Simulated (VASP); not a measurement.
# AlN (P6_3mc) in VASP: single point with PBE

Aim: the single point of AlN with PBE.

Everything below comes from runs of VASP 6.6.1. Logs are shortened: lines on timing, memory, paths and dates and some standing lists are left out, and cuts for length are marked.

## (1) The cell of the first run

The structure is hexagonal, space group P6_3mc (No. 186). Conventional cell: a = 3.113 Å, b = 3.113 Å, c = 4.981 Å, α = 90.00°, β = 90.00°, γ = 120.00°. Al (site symmetry 3m) has 4 N at 1.89 Å within 2.5 Å. Within 2.5 Å of N (site symmetry 3m) lie 4 Al at 1.89 Å.

## (2) Single point, PBE

INCAR reads:

```
PREC = Accurate
ENCUT = 520
EDIFF = 1E-7
ISMEAR = 0
SIGMA = 0.01
LREAL = False
LASPH = True
NELM = 100
ALGO = Normal
ISIF = 2
LWAVE = False
LCHARG = False
GGA = PE
NBANDS = 16
```

KPOINTS reads:

```
regular mesh
0
Gamma
  5 5 3
```

POSCAR reads:

```
AlN
1.0
    3.1130000000      0.0000000000      0.0000000000
   -1.5565000000      2.6959370800      0.0000000000
    0.0000000000      0.0000000000      4.9810000000
Al N
2 2
Direct
    0.3333333333      0.6666666667      0.0000000000
    0.6666666667      0.3333333333      0.5000000000
    0.3333333333      0.6666666667      0.3800000000
    0.6666666667      0.3333333333      0.8800000000
```

Potentials or basis: VASP PAW PBE potentials, release 64 (Al, N).

Run with:

```bash
cat potpaw_PBE.64/Al/POTCAR potpaw_PBE.64/N/POTCAR > POTCAR
mpirun -np 1 vasp_std > vasp.out
```

OUTCAR:

```text
PREC = Accurate
   ENCUT = 520
   EDIFF = 1E-7
   ISMEAR = 0
   LREAL = False
   LASPH = True
   NELM = 100
   ISIF = 2
   GGA = PE

 ion  position               nearest neighbor table
   1  0.333  0.667  0.000-   3 1.89   4 1.89   4 1.89   4 1.89   2 3.07   2 3.07   2 3.07   2 3.07
                             2 3.07   2 3.07
   2  0.667  0.333  0.500-   4 1.89   3 1.89   3 1.89   3 1.89   1 3.07   1 3.07   1 3.07   1 3.07
                             1 3.07   1 3.07
   3  0.333  0.667  0.380-   1 1.89   2 1.89   2 1.89   2 1.89
   4  0.667  0.333  0.880-   2 1.89   1 1.89   1 1.89   1 1.89

  LATTYP: Found a hexagonal cell.
 ALAT       =     3.1130000000
 C/A-ratio  =     1.6000642467

  Lattice vectors:

 A1 = (   3.1130000000,   0.0000000000,   0.0000000000)
 A2 = (  -1.5565000000,   2.6959370800,   0.0000000000)
 A3 = (   0.0000000000,   0.0000000000,   4.9810000000)

Analysis of symmetry for initial positions (statically):
=====================================================================
 Subroutine PRICEL returns:
 Original cell was already a primitive cell.

 Routine SETGRP: Setting up the symmetry group for a
 hexagonal supercell.

 Subroutine GETGRP returns: Found 12 space group operations
 (whereof  6 operations were pure point group operations)
 out of a pool of 24 trial point group operations.

The static configuration has the point symmetry C_3v.
 The point group associated with its full space group is C_6v.

Analysis of symmetry for dynamics (positions and initial velocities):
=====================================================================
 Subroutine PRICEL returns:
 Original cell was already a primitive cell.

 Routine SETGRP: Setting up the symmetry group for a
 hexagonal supercell.

 Subroutine GETGRP returns: Found 12 space group operations
 (whereof  6 operations were pure point group operations)
 out of a pool of 24 trial point group operations.

The dynamic configuration has the point symmetry C_3v.
 The point group associated with its full space group is C_6v.

 Subroutine INISYM returns: Found 12 space group operations
 (whereof  6 operations are pure point group operations),
 and found     1 'primitive' translations

----------------------------------------------------------------------------------------

                                     Primitive cell

  volume of cell :      41.8028

  direct lattice vectors                    reciprocal lattice vectors
     3.113000000  0.000000000  0.000000000     0.321233537  0.185464269  0.000000000
    -1.556500000  2.695937080  0.000000000     0.000000000  0.370928538  0.000000000
     0.000000000  0.000000000  4.981000000     0.000000000  0.000000000  0.200762899

  length of vectors
     3.113000000  3.112999998  4.981000000     0.370928538  0.370928538  0.200762899

  position of ions in fractional coordinates (direct lattice)
     0.333333333  0.666666667  0.000000000
     0.666666667  0.333333333  0.500000000
     0.333333333  0.666666667  0.380000000
     0.666666667  0.333333333  0.880000000

  ion indices of the primitive-cell ions
   primitive index   ion index
                 1           1
                 2           2
                 3           3
                 4           4

----------------------------------------------------------------------------------------

 KPOINTS: regular mesh

Automatic generation of k-mesh.
 Grid dimensions read from file:
 generate k-points for:    5    5    3

 Generating k-lattice:

  Cartesian coordinates                     Fractional coordinates (reciprocal lattice)
     0.064246707  0.037092854  0.000000000     0.200000000 -0.000000000  0.000000000
     0.000000000  0.074185708  0.000000000     0.000000000  0.200000000  0.000000000
     0.000000000  0.000000000  0.066920966     0.000000000  0.000000000  0.333333333

  Length of vectors
     0.074185708  0.074185708  0.066920966

  Shift w.r.t. Gamma in fractional coordinates (k-lattice)
     0.000000000  0.000000000  0.000000000

 Subroutine IBZKPT returns following result:
 ===========================================

 Found     10 irreducible k-points:

 Following reciprocal coordinates:
            Coordinates               Weight
  0.000000  0.000000  0.000000      1.000000
  0.200000 -0.000000  0.000000      6.000000
  0.400000  0.000000  0.000000      6.000000
  0.200000  0.200000  0.000000      6.000000
  0.400000  0.200000  0.000000      6.000000
  0.000000  0.000000  0.333333      2.000000
  0.200000 -0.000000  0.333333     12.000000
  0.400000  0.000000  0.333333     12.000000
  0.200000  0.200000  0.333333     12.000000
  0.400000  0.200000  0.333333     12.000000
   k-points           NKPTS =     10   k-points in BZ     NKDIM =     10   number of bands    NBANDS=     16
   number of dos      NEDOS =    301   number of ions     NIONS =      4
   total plane-waves  NPLWV =  23040
   dimension x,y,z NGX =    24 NGY =   24 NGZ =   40
   dimension x,y,z NGXF=    48 NGYF=   48 NGZF=   80
   ions per type =               2   2
   NGX,Y,Z   is equivalent  to a cutoff of  12.82, 12.82, 13.35 a.u.
   NGXF,Y,Z  is equivalent  to a cutoff of  25.63, 25.63, 26.70 a.u.
 SYSTEM =  unknown system
   PREC   = accura    normal or accurate (medium, high low for compatibility)
   ISTART =      0    job   : 0-new  1-cont  2-samecut
   ICHARG =      2    charge: 1-file 2-atom 10-const
   ISPIN  =      1    spin polarized calculation?
   LNONCOLLINEAR =      F non collinear calculations
   LSORBIT =      F    spin-orbit coupling
   LASPH  =      T    aspherical Exc in radial PAW
   ENCUT  =  520.0 eV  38.22 Ry    6.18 a.u.   5.79  5.79  9.26*2*pi/ulx,y,z
   NELM   =    100;   NELMIN=  2; NELMDL= -5     # of ELM steps
   EDIFF  = 0.1E-06   stopping-criterion for ELM
   LREAL  =      F    real-space projection
   EDIFFG = 0.1E-05   stopping-criterion for IOM
   NSW    =      0    number of steps for IOM
   IBRION =     -1    ionic relax: 0-MD 1-quasi-New 2-CG
   NFREE  =      0    steps in history (QN), initial steepest desc. (CG)
   ISIF   =      2    stress and relaxation
   ISYM   =      2    0-nonsym 1-usesym 2-fastsym
   POTIM  = 0.5000    time-step for ionic-motion
   TEBEG  =    0.0;   TEEND  =   0.0 temperature during run
   PSTRESS=    0.0 pullay stress
   NELECT =      16.0000    total number of electrons
   NUPDOWN=      -1.0000    fix difference up-down
   EMIN   =  10.00;   EMAX   =-10.00  energy-range for DOS
   EFERMI =   0.00;   METHOD = LEGACY
   ISMEAR =     0;   SIGMA  =   0.01  broadening in eV -4-tet -1-fermi 0-gaus
   EFERMI_NEDOS =   21; number of points for ismear=-14 and -15
   IALGO  =     38    algorithm
   IMIX   =      4    mixing-type and parameters
     AMIX     =   0.40;   BMIX     =  1.00
     AMIX_MAG =   1.60;   BMIX_MAG =  1.00
  volume/ion in A,a.u.               =      10.45        70.52
  Fermi-wavevector in a.u.,A,eV,Ry     =   1.188629  2.246183 19.222843  1.412839
  Thomas-Fermi vector in A             =   2.324754
   LORBIT       =      0    0 simple, 1 ext, 2 COOP (PROOUT), +10 PAW based schemes
   GGA     = PE    functional components
   LHFCALC =     F    Hartree Fock is set to
   AEXX    =    0.0000 exact exchange contribution
   IVDW    =     0    specifies the selected vdW correction
   LEPSILON=     F    determine dielectric tensor
   LRPA    =     F    only Hartree local field effects (RPA)
 non-spin polarized calculation
 Gauss-broadening in eV      SIGMA  =   0.01
  energy-cutoff  :      520.00
  volume of cell :       41.80
 maximum number of plane-waves:      1142
 NGX is ok and might be reduce to    24
   NGX = 11   NGY = 11   NGZ = 19

 number of electron      15.9999997 magnetization

 Free energy of the ion-electron system (eV)
  ---------------------------------------------------
  ext. energy  EPLUGINS =         0.00000000
  ---------------------------------------------------
  free energy    TOTEN  =       -29.76329514 eV

  energy without entropy =      -29.76329514  energy(sigma->0) =      -29.76329514

 E-fermi :   6.2330     XC(G=0): -10.9058

 val. band max:        6.1257904266   @ k =   0.0000   0.0000   0.0000
 cond. band min:      10.3478353866   @ k =   0.0000   0.0000   0.0000
 fundamental gap:      4.2220449600
 Fermi energy:         6.2329935968

 k-point     1 :       0.0000    0.0000    0.0000
  band No.  band energies     occupation
      1      -9.0340      2.00000
      2      -6.8848      2.00000
      3       0.1509      2.00000
      4       5.2940      2.00000
      5       5.2940      2.00000
      6       5.9464      2.00000
[... 8 lines left out ...]
     15      19.2865      0.00000
     16      19.2865      0.00000

 k-point     2 :       0.2000   -0.0000    0.0000
  band No.  band energies     occupation
      1      -8.5425      2.00000
      2      -6.6279      2.00000
      3       0.7440      2.00000
      4       3.4046      2.00000
      5       4.2700      2.00000
      6       4.7747      2.00000
[... 8 lines left out ...]
     15      18.3798      0.00000
     16      18.8710      0.00000

 k-point     3 :       0.4000    0.0000    0.0000
  band No.  band energies     occupation
      1      -7.4013      2.00000
      2      -6.3296      2.00000
      3       1.0624      2.00000
      4       2.2302      2.00000
      5       2.3528      2.00000
      6       4.1565      2.00000
[... 8 lines left out ...]
     15      18.6017      0.00000
     16      21.2226      0.00000
[... 96 lines left out ...]
 k-point     9 :       0.2000    0.2000    0.3333
  band No.  band energies     occupation
      1      -7.3982      2.00000
      2      -6.7185      2.00000
      3       1.3962      2.00000
      4       1.8692      2.00000
      5       3.7306      2.00000
      6       3.8519      2.00000
[... 8 lines left out ...]
     15      18.3966      0.00000
     16      19.9935      0.00000

 k-point    10 :       0.4000    0.2000    0.3333
  band No.  band energies     occupation
      1      -6.7033      2.00000
      2      -6.4669      2.00000
      3       0.8591      2.00000
      4       1.3175      2.00000
      5       2.7021      2.00000
      6       3.6136      2.00000
[... 8 lines left out ...]
     15      19.3204      0.00000
     16      20.7073      0.00000

------------------------ aborting loop because EDIFF is reached ----------------------------------------

  FORCE on cell =-STRESS in cart. coord.  units (eV):
  Direction    XX          YY          ZZ          XY          YZ          ZX
  --------------------------------------------------------------------------------------
  -------------------------------------------------------------------------------------
  Total        0.7603720      0.7603720      1.1738578      0.0000000     -0.0000000      0.0000000
  in kB       29.1428005     29.1428005     44.9904813      0.0000000     -0.0000000      0.0000000
  external PRESSURE =      34.4253608 kB  Pullay stress =       0.0000000 kB

 VOLUME and BASIS-vectors are now :
 -----------------------------------------------------------------------------
  energy-cutoff  :      520.00
  volume of cell :       41.80
      direct lattice vectors                 reciprocal lattice vectors
     3.113000000  0.000000000  0.000000000     0.321233537  0.185464269  0.000000000
    -1.556500000  2.695937080  0.000000000     0.000000000  0.370928538  0.000000000
     0.000000000  0.000000000  4.981000000     0.000000000  0.000000000  0.200762899

 POSITION                                       TOTAL-FORCE (eV/Angst)
 -----------------------------------------------------------------------------------
     -0.00000      1.79729      0.00000         0.000000      0.000000     -0.131947
      1.55650      0.89865      2.49050        -0.000000     -0.000000     -0.131947
     -0.00000      1.79729      1.89278        -0.000000     -0.000000      0.131947
      1.55650      0.89865      4.38328         0.000000      0.000000      0.131947
 -----------------------------------------------------------------------------------
    total drift:                               -0.000000     -0.000000      0.000365

  FREE ENERGIE OF THE ION-ELECTRON SYSTEM (eV)
  ---------------------------------------------------
  free  energy   TOTEN  =       -29.7632951384 eV

  energy  without entropy=      -29.7632951384  energy(sigma->0) =      -29.76329514
```

Run time: 14 s. Hardware: 1 thread of AMD EPYC 7R13, shared host; peak memory 0.12 GiB.

Results:

```
Free energy            : -29.7633 eV
Pressure               : 3.4 GPa
Largest force          : 0.132 eV/Å
Band gap on the k mesh : 4.22 eV, direct
```

Forces in eV/Å, atoms in the order of the input:
```
Al   0.000  0.000 -0.132
Al   0.000  0.000 -0.132
N    0.000  0.000  0.132
N    0.000  0.000  0.132
```

Caveat: the k points lie up to 0.47 Å⁻¹ apart.
